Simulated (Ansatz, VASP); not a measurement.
Two plane-wave programs on Zn4HO4

INCAR

```
SYSTEM = Zn4HO4
  PREC = Accurate
  ENCUT = 520
  EDIFF = 1E-6
  ISMEAR = 0
  SIGMA = 0.05
  LREAL = .False.
  LASPH = .True.
  NELM = 80
  ALGO = Normal
  ISIF = 2
  LWAVE = .False.
  LCHARG = .False.
  GGA = PS
  NBANDS = 46
```

The input KPOINTS:

```
regular mesh
0
Gamma
  4 4 8
  0 0 0
```

File POSCAR:

```
Zn4HO4
1.0
    5.5148137916      0.0000000000      0.0000000000
    0.0000000000      5.5148137916      0.0000000000
    0.0000000000      0.0000000000      3.2430062931
Zn O H
4 4 1
Direct
    0.1820657240      0.1820657240      0.5000000000
    0.8179342760      0.8179342760      0.5000000000
    0.6820657240      0.3179342760      0.0000000000
    0.3179342760      0.6820657240      0.0000000000
    0.8180023132      0.1819976868      0.5000000000
    0.1819976868      0.8180023132      0.5000000000
    0.6819976868      0.6819976868      0.0000000000
    0.3180023132      0.3180023132      0.0000000000
    1.0000405349      0.0819976868      0.4000000000
```

Input for Ansatz:

```yaml
crystal:
  lattice:
    - [5.5148137916, 0.0, 0.0]
    - [0.0, 5.5148137916, 0.0]
    - [0.0, 0.0, 3.2430062931]
  atoms:
    - { symbol: Zn, position: [0.182065724, 0.182065724, 0.5] }
    - { symbol: Zn, position: [0.817934276, 0.817934276, 0.5] }
    - { symbol: Zn, position: [0.682065724, 0.317934276, 0.0] }
    - { symbol: Zn, position: [0.317934276, 0.682065724, 0.0] }
    - { symbol: O, position: [0.8180023132, 0.1819976868, 0.5] }
    - { symbol: O, position: [0.1819976868, 0.8180023132, 0.5] }
    - { symbol: O, position: [0.6819976868, 0.6819976868, 0.0] }
    - { symbol: O, position: [0.3180023132, 0.3180023132, 0.0] }
    - { symbol: H, position: [1.0000405349, 0.0819976868, 0.4] }
basis:
  ecutwfc: 420
kpoints:
  mp_grid: { grid: [4, 4, 8] }
hamiltonian:
  xc: pbesol
  pseudopotentials: { kind: paw, azcp: { folder: soft_1 } }
scf:
  occupations: { method: gaussian, width: 0.05 }
output:
  forces: true
  stress: true
  eigenvalues: true
  write_density: true
  write_potential: true
  elf: true
  volumetric_format: npy
```

Alike in both runs: task single point; functional PBEsol; k mesh 4 × 4 × 8; occupations gaussian, width 0.05 eV; no spin polarisation.

|  | VASP | Ansatz |
| --- | --- | --- |
| version | VASP 6.6.1 | Ansatz 0.2.0 |
| potentials or method | VASP PAW PBE potentials, release 64 (Zn, O, H), cutoff 520 eV | scalar-relativistic, plane waves, PAW |
| valence electrons in the cell | 73 | 73 |

|  | VASP | Ansatz | Ansatz less VASP |
| --- | --- | --- | --- |
| gap on the k mesh at the Fermi level (eV) | none | none | - |
| pressure (GPa) | 17.1 | 16.0 | -1.13 |
| traceless stress, the component that is largest in VASP (GPa) | 9.56 | 9.33 | -0.230 |
| rms of the force components (eV/Å) | 3.126 | 3.074 | -0.0519 |

VASP's potentials were made for PBE, not for PBEsol, and Ansatz warns of the same on its side. Atom by atom the forces differ by 0.066 eV/Å (rms over components). A gap of «none» marks a metal or a gap that the smearing closes. The functional is the same, so the differences come from potentials, cutoffs and numerics.
